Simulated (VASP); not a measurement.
# CdS (I-4m2) in VASP: notebook

CdS is run at these levels: PBE; tasks: electric field gradients.

Program: VASP 6.6.1. These are calculated values, not measurements. Logs are shortened: lines on timing, memory, paths and dates and some standing lists are left out, and cuts for length are marked.

## 1. The cell of the first run

The structure is tetragonal, space group I-4m2 (No. 119). The conventional cell has a = 4.162 Å, b = 4.162 Å, c = 5.709 Å, α = 90.00°, β = 90.00°, γ = 90.00°. Within 3.3 Å of Cd (site symmetry -4m2) lie 4 S at 2.52 Å. S (site symmetry -4m2) has 4 Cd at 2.52 Å within 3.3 Å.

## 2. Electric field gradients, PBE (zz strain of -3 %)

The input, INCAR:

```
PREC = Accurate
ENCUT = 400
EDIFF = 1E-8
ISMEAR = -1
SIGMA = 0.02
LREAL = False
LASPH = True
NELM = 120
ALGO = Normal
ISIF = 2
LWAVE = False
LCHARG = False
GGA = PE
LEFG = True
NBANDS = 16
GGA_COMPAT = False
```

The input, KPOINTS:

```
Automatic mesh
0
Gamma
  7 7 7
```

The input, POSCAR:

```
CdS
1.0
    0.0000000000      2.9429534649      2.8546648610
    2.9429534649      0.0000000000      2.8546648610
    2.9429534649      2.9429534649      0.0000000000
Cd S
1 1
Direct
    0.0000000000      0.0000000000      0.0000000000
    0.7500000000      0.7500000000      0.7500000000
```

Potentials or basis: VASP PAW PBE potentials, release 64 (Cd, S).

Command:

```
$ cat potpaw_PBE.64/Cd/POTCAR potpaw_PBE.64/S/POTCAR > POTCAR
$ mpirun -np 1 vasp_std > vasp.out
```

OUTCAR:

```text
PREC = Accurate
   ENCUT = 400
   EDIFF = 1E-8
   ISMEAR = -1
   LREAL = False
   LASPH = True
   NELM = 120
   ISIF = 2
   GGA = PE

 ion  position               nearest neighbor table
   1  0.000  0.000  0.000-   2 2.52   2 2.52   2 2.52   2 2.52
   2  0.750  0.750  0.750-   1 2.52   1 2.52   1 2.52   1 2.52

  LATTYP: Found a body centered tetragonal cell.
 ALAT       =     4.1619647035
 C/A-ratio  =     1.3717871555

  Lattice vectors:

 A1 = (   0.0000000000,  -2.9429534649,  -2.8546648610)
 A2 = (   0.0000000000,   2.9429534649,  -2.8546648610)
 A3 = (   2.9429534649,   0.0000000000,   2.8546648610)

Analysis of symmetry for initial positions (statically):
=====================================================================
 Subroutine PRICEL returns:
 Original cell was already a primitive cell.

 Routine SETGRP: Setting up the symmetry group for a
 body centered tetragonal supercell.

 Subroutine GETGRP returns: Found  8 space group operations
 (whereof  8 operations were pure point group operations)
 out of a pool of 16 trial point group operations.

The static configuration has the point symmetry D_2d.

Analysis of symmetry for dynamics (positions and initial velocities):
=====================================================================
 Subroutine PRICEL returns:
 Original cell was already a primitive cell.

 Routine SETGRP: Setting up the symmetry group for a
 body centered tetragonal supercell.

 Subroutine GETGRP returns: Found  8 space group operations
 (whereof  8 operations were pure point group operations)
 out of a pool of 16 trial point group operations.

The dynamic configuration has the point symmetry D_2d.

 Subroutine INISYM returns: Found  8 space group operations
 (whereof  8 operations are pure point group operations),
 and found     1 'primitive' translations

----------------------------------------------------------------------------------------

                                     Primitive cell

  volume of cell :      49.4484

  direct lattice vectors                    reciprocal lattice vectors
     0.000000000  2.942953465  2.854664861    -0.169897352  0.169897352  0.175151909
     2.942953465  0.000000000  2.854664861     0.169897352 -0.169897352  0.175151909
     2.942953465  2.942953465  0.000000000     0.169897352  0.169897352 -0.175151909

  length of vectors
     4.100010557  4.100010557  4.161964703     0.297335520  0.297335520  0.297335520

  position of ions in fractional coordinates (direct lattice)
     0.000000000  0.000000000  0.000000000
     0.750000000  0.750000000  0.750000000

  ion indices of the primitive-cell ions
   primitive index   ion index
                 1           1
                 2           2

----------------------------------------------------------------------------------------

 KPOINTS: Automatic mesh

Automatic generation of k-mesh.
 Grid dimensions read from file:
 generate k-points for:    7    7    7

 Generating k-lattice:

  Cartesian coordinates                     Fractional coordinates (reciprocal lattice)
    -0.024271050  0.024271050  0.025021701     0.142857143  0.000000000  0.000000000
     0.024271050 -0.024271050  0.025021701     0.000000000  0.142857143  0.000000000
     0.024271050  0.024271050 -0.025021701     0.000000000  0.000000000  0.142857143

  Length of vectors
     0.042476503  0.042476503  0.042476503

  Shift w.r.t. Gamma in fractional coordinates (k-lattice)
     0.000000000  0.000000000  0.000000000

 Subroutine IBZKPT returns following result:
 ===========================================

 Found     40 irreducible k-points:

 Following reciprocal coordinates:
            Coordinates               Weight
  0.000000  0.000000  0.000000      1.000000
  0.142857 -0.000000  0.000000      8.000000
  0.285714  0.000000  0.000000      8.000000
  0.428571  0.000000  0.000000      8.000000
  0.142857  0.142857  0.000000      2.000000
  0.285714  0.142857  0.000000      8.000000
[... 16 lines left out ...]
  0.428571  0.285714  0.142857      8.000000
 -0.428571  0.285714  0.142857     16.000000
 [... further k-points ...]
   k-points           NKPTS =     40   k-points in BZ     NKDIM =     40   number of bands    NBANDS=     16
   number of dos      NEDOS =    301   number of ions     NIONS =      2
   total plane-waves  NPLWV =  21952
   dimension x,y,z NGX =    28 NGY =   28 NGZ =   28
   dimension x,y,z NGXF=    56 NGYF=   56 NGZF=   56
   ions per type =               1   1
   NGX,Y,Z   is equivalent  to a cutoff of  11.35, 11.35, 11.18 a.u.
   NGXF,Y,Z  is equivalent  to a cutoff of  22.71, 22.71, 22.37 a.u.
 SYSTEM =  unknown system
   PREC   = accura    normal or accurate (medium, high low for compatibility)
   ISTART =      0    job   : 0-new  1-cont  2-samecut
   ICHARG =      2    charge: 1-file 2-atom 10-const
   ISPIN  =      1    spin polarized calculation?
   LNONCOLLINEAR =      F non collinear calculations
   LSORBIT =      F    spin-orbit coupling
   LASPH  =      T    aspherical Exc in radial PAW
   ENCUT  =  400.0 eV  29.40 Ry    5.42 a.u.   6.69  6.69  6.79*2*pi/ulx,y,z
   NELM   =    120;   NELMIN=  2; NELMDL= -5     # of ELM steps
   EDIFF  = 0.1E-07   stopping-criterion for ELM
   LREAL  =      F    real-space projection
   EDIFFG = 0.1E-06   stopping-criterion for IOM
   NSW    =      0    number of steps for IOM
   IBRION =     -1    ionic relax: 0-MD 1-quasi-New 2-CG
   NFREE  =      0    steps in history (QN), initial steepest desc. (CG)
   ISIF   =      2    stress and relaxation
   ISYM   =      2    0-nonsym 1-usesym 2-fastsym
   POTIM  = 0.5000    time-step for ionic-motion
   TEBEG  =    0.0;   TEEND  =   0.0 temperature during run
   PSTRESS=    0.0 pullay stress
   NELECT =      18.0000    total number of electrons
   NUPDOWN=      -1.0000    fix difference up-down
   EMIN   =  10.00;   EMAX   =-10.00  energy-range for DOS
   EFERMI =   0.00;   METHOD = LEGACY
   ISMEAR =    -1;   SIGMA  =   0.02  broadening in eV -4-tet -1-fermi 0-gaus
   EFERMI_NEDOS =   21; number of points for ismear=-14 and -15
   IALGO  =     38    algorithm
   IMIX   =      4    mixing-type and parameters
     AMIX     =   0.40;   BMIX     =  1.00
     AMIX_MAG =   1.60;   BMIX_MAG =  1.00
  volume/ion in A,a.u.               =      24.72       166.85
  Fermi-wavevector in a.u.,A,eV,Ry     =   1.168912  2.208923 18.590381  1.366354
  Thomas-Fermi vector in A             =   2.305392
   LORBIT       =      0    0 simple, 1 ext, 2 COOP (PROOUT), +10 PAW based schemes
   GGA     = PE    functional components
   LHFCALC =     F    Hartree Fock is set to
   AEXX    =    0.0000 exact exchange contribution
   IVDW    =     0    specifies the selected vdW correction
   LEPSILON=     F    determine dielectric tensor
   LRPA    =     F    only Hartree local field effects (RPA)
 non-spin polarized calculation
  energy-cutoff  :      400.00
  volume of cell :       49.45
 maximum number of plane-waves:       925
   NGX = 13   NGY = 13   NGZ = 13

 number of electron      17.9999990 magnetization

 Free energy of the ion-electron system (eV)
  ---------------------------------------------------
  ext. energy  EPLUGINS =         0.00000000
  ---------------------------------------------------
  free energy    TOTEN  =        -6.11299231 eV

  energy without entropy =       -6.11299231  energy(sigma->0) =       -6.11299231

 E-fermi :   1.8404     XC(G=0):  -9.1664

 val. band max:        1.4004502569   @ k =   0.0000   0.0000   0.0000
 cond. band min:       2.4968131908   @ k =   0.0000   0.0000   0.0000
 fundamental gap:      1.0963629340
 Fermi energy:         1.8404496049

 k-point     1 :       0.0000    0.0000    0.0000
  band No.  band energies     occupation
      1     -11.0453      2.00000
      2      -6.4001      2.00000
      3      -6.4001      2.00000
      4      -6.3822      2.00000
      5      -5.9173      2.00000
      6      -5.9043      2.00000
[... 8 lines left out ...]
     15      12.7655      0.00000
     16      13.0403      0.00000

 k-point     2 :       0.1429   -0.0000    0.0000
  band No.  band energies     occupation
      1     -10.9647      2.00000
      2      -6.3713      2.00000
      3      -6.3605      2.00000
      4      -6.3208      2.00000
      5      -5.9161      2.00000
      6      -5.9065      2.00000
[... 8 lines left out ...]
     15      12.2466      0.00000
     16      13.3618      0.00000
[... 387 lines left out ...]
      5      -5.8749      2.00000
      6      -5.7587      2.00000
[... 8 lines left out ...]
     15      13.8517      0.00000
     16      15.4878      0.00000

 k-point    24 :      -0.4286    0.2857    0.1429
  band No.  band energies     occupation
      1     -10.5479      2.00000
      2      -6.2178      2.00000
      3      -6.1808      2.00000
      4      -5.9707      2.00000
      5      -5.8751      2.00000
      6      -5.4453      2.00000
[... 8 lines left out ...]
     15      13.7503      0.00000
     16      14.8155      0.00000

 [... further k-points ...]
[... 5 lines left out ...]
  --------------------------------------------------------------------------------------
  -------------------------------------------------------------------------------------
  Total        0.8784791      0.8784791      1.0166147      0.0000000      0.0000000      0.0000000
  in kB       28.4636194     28.4636194     32.9393534      0.0000000      0.0000000      0.0000000
  external PRESSURE =      29.9555307 kB  Pullay stress =       0.0000000 kB

 VOLUME and BASIS-vectors are now :
 -----------------------------------------------------------------------------
  energy-cutoff  :      400.00
  volume of cell :       49.45
      direct lattice vectors                 reciprocal lattice vectors
     0.000000000  2.942953465  2.854664861    -0.169897352  0.169897352  0.175151909
     2.942953465  0.000000000  2.854664861     0.169897352 -0.169897352  0.175151909
     2.942953465  2.942953465  0.000000000     0.169897352  0.169897352 -0.175151909

 POSITION                                       TOTAL-FORCE (eV/Angst)
 -----------------------------------------------------------------------------------
      0.00000      0.00000      0.00000         0.000000      0.000000      0.000000
      4.41443      4.41443      4.28200        -0.000000     -0.000000      0.000000
 -----------------------------------------------------------------------------------
    total drift:                               -0.000000     -0.000000      0.000000

  FREE ENERGIE OF THE ION-ELECTRON SYSTEM (eV)
  ---------------------------------------------------
  free  energy   TOTEN  =        -6.1129923139 eV

  energy  without entropy=       -6.1129923139  energy(sigma->0) =       -6.11299231

 Electric field gradients (V/A^2)
---------------------------------------------------------------------
 ion       V_xx      V_yy      V_zz      V_xy      V_xz      V_yz
---------------------------------------------------------------------
   1      -4.790    -4.790     9.580     0.001     0.003     0.003
   2       2.808     2.808    -5.615    -0.000     0.000     0.000
---------------------------------------------------------------------

 Electric field gradients after diagonalization (V/A^2)
 (convention: |V_zz| > |V_xx| > |V_yy|)
----------------------------------------------------------------------
 ion       V_xx      V_yy      V_zz     asymmetry (V_yy - V_xx)/ V_zz
----------------------------------------------------------------------
   1      -4.791    -4.789     9.580       0.000
   2       2.808     2.808    -5.615       0.000
----------------------------------------------------------------------

           NMR quadrupolar parameters

 Cq : quadrupolar parameter    Cq=e*Q*V_zz/h
 eta: asymmetry parameters     (V_yy - V_xx)/ V_zz
 Q  : nuclear electric quadrupole moment in mb (millibarn)
----------------------------------------------------------------------
 ion       Cq(MHz)       eta       Q (mb)
----------------------------------------------------------------------
   1       0.023       0.000       1.000
   2      -0.014       0.000       1.000
----------------------------------------------------------------------
```

Run time: 16 s. Hardware: 1 thread of Intel Xeon Platinum 8488C (Sapphire Rapids), shared host; peak memory 0.16 GiB.

Results:

* Free energy: -6.1130 eV
* Pressure: 3.0 GPa
* Band gap on the k mesh: 1.10 eV, direct

Levels at points of the mesh, in eV from the valence-band top:
```
           k point  band 5  band 6  band 7  band 8  band 9  band 10  band 11  band 12  band 13  band 14
(0.00, 0.00, 0.00)   -7.32   -7.30   -0.09   -0.09    0.00     1.10     6.49     6.49     6.50    11.22
```

Electric field gradients, principal values (V/Å²):
| atom | least | middle | greatest (by size) |
| --- | --- | --- | --- |
| 1 Cd | -4.789 | -4.791 | 9.580 |
| 2 S | 2.808 | 2.808 | -5.615 |

Caveat: the cell differs from its parent crystal (zz strain of -3 %); without QUAD_EFG the Cq values of the log hold for a quadrupole moment of 1 mb, not for the nuclei.

(Continued in part 2 of 2.)
